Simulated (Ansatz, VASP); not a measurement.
One calculation of Au, two programs

```
Au
1.0
     2.72012    0.00000    0.00000
     0.00000    2.72012    0.00000
     0.00000    0.00000    2.72012
Au
1
Direct
  0.00000 0.00000 0.00000
```

Change from the starting cell: volume scaled by 0.97.

Alike in both runs: task single point; functional PBE; k mesh 12 × 12 × 12; occupations fermi-dirac, width 0.08 eV; no spin polarisation.

```csv
,VASP,Ansatz
version,VASP 6.6.1,Ansatz 0.2.0
potentials or method,"VASP PAW PBE potentials, release 64 (Au), cutoff 520 eV","all-electron LAPW, scalar-relativistic"
```

Ansatz gave:

```
pressure (GPa) : 3.5
```

What did VASP give for the same quantities?

Pressure (GPa): 3.3.

Ansatz ran all-electron here, and VASP with PAW potentials.

Neither program's run includes spin-orbit coupling.
